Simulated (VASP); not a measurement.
**Si: single point with r2SCAN**

The system is Si.

```
Si
1.0
     5.44421    0.00000    0.00000
     0.00000   -5.44421    0.00000
     0.00000    0.00000   -5.44421
Si
8
Direct
  0.50000 0.94833 0.00000
  0.00000 0.50000 0.00000
  0.00000 0.00000 0.50000
  0.50000 0.50000 0.50000
  0.75000 0.75000 0.75000
  0.25000 0.25000 0.75000
  0.25000 0.75000 0.25000
  0.75000 0.25000 0.25000
```

This cell differs from its parent crystal: atom 1 (Si) moved +0.281 Å along Cartesian [0 1 0].

```json
{"Program": "VASP 6.6.1", "Task": "single point", "Functional": "r2SCAN", "Potentials or basis": "VASP PAW PBE potentials, release 64 (Si)", "Cutoff": "520 eV", "k mesh": "6 × 6 × 6", "Occupations": "gaussian, width 0.05 eV", "Spin": "no spin polarisation"}
```

- Pressure: 0.5 GPa
- Largest force: 3.749 eV/Å
- Band gap on the k mesh: 0.31 eV

Forces in eV/Å, atoms in the order of the input:
```
Si   0.000 -3.749  0.000
Si   0.000  0.280  0.000
Si   0.000 -0.492  0.000
Si   0.000  0.280  0.000
Si   0.924  1.035  0.924
Si   0.459  0.806 -0.459
Si  -0.924  1.035 -0.924
Si  -0.459  0.806  0.459
```

Stress tensor (GPa, compression positive):
```
 1.03  0.00  2.78
 0.00 -0.43  0.00
 2.78  0.00  1.03
```

Levels at points of the mesh, in eV from the valence-band top:
```tsv
k point	band 14	band 15	band 16	band 17	band 18	band 19
(0.00, 0.00, 0.00)	-0.64	-0.34	0.00	0.31	0.38	0.61
(0.50, 0.00, 0.00)	-2.30	-2.20	-2.15	0.98	0.98	2.99
(0.00, 0.50, 0.00)	-2.47	-2.18	-1.86	0.82	1.09	3.07
(0.50, 0.50, 0.00)	-1.74	-1.62	-1.45	2.21	2.29	2.40
(0.50, 0.00, 0.50)	-1.80	-1.68	-1.27	1.99	2.35	2.40
(0.50, 0.50, 0.50)	-1.54	-1.36	-0.99	1.41	1.45	1.51
```

It took 10 min on 1 thread of Oxide Virtual Turin-like Processor, with other jobs on the host, peak memory 0.31 GiB.

Caveat: the cell differs from its parent crystal (atom 1 (Si) moved +0.281 Å along Cartesian [0 1 0]); semilocal functionals underestimate gaps, and a narrow one can read as zero; the PAW data sets were made with another functional, which shifts forces and pressure a little. A k mesh can miss the band edges.
